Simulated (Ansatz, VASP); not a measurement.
**HfO2: VASP beside Ansatz**

```
Hf O
1.0
     4.87634    0.00000    0.00000
     0.00000    4.87634    0.00000
     0.00000    0.00000    3.23863
Hf O
2 4
Direct
  0.00000 0.00000 0.00000
  0.50000 0.50000 0.50000
  0.19486 0.80514 0.50000
  0.30514 0.30514 0.00000
  0.69486 0.69486 0.00000
  0.80514 0.19486 0.50000
```

Alike in both runs: task relaxation of cell and atoms; functional PBE; k mesh 6 × 6 × 8; occupations gaussian, width 0.02 eV; no spin polarisation.

|  | VASP | Ansatz |
| --- | --- | --- |
| version | VASP 6.6.1 | Ansatz 0.2.0 |
| potentials or method | VASP PAW PBE potentials, release 64 (Hf_pv, O), cutoff 600 eV | scalar-relativistic, plane waves, PAW |
| valence electrons in the cell | 44 | 76 |

Ansatz gave:

| Property | Result |
| --- | --- |
| gap on the k mesh at the Fermi level, each at its own relaxed structure (eV) | 3.90 |
| relaxed volume (Å³/atom) | 12.85 |
| relaxed length of the cell vector where the two differ most in proportion (Å) | 4.880 |

Q: Estimate VASP's values.

A: gap on the k mesh at the Fermi level, each at its own relaxed structure (eV): 3.90; relaxed volume (Å³/atom): 12.67; relaxed length of the cell vector where the two differ most in proportion (Å): 4.857.

VASP's potentials hold 44 valence electrons a cell and Ansatz's 76, so a difference there can come from the potentials and not from the codes.

Spin-orbit coupling is off throughout.
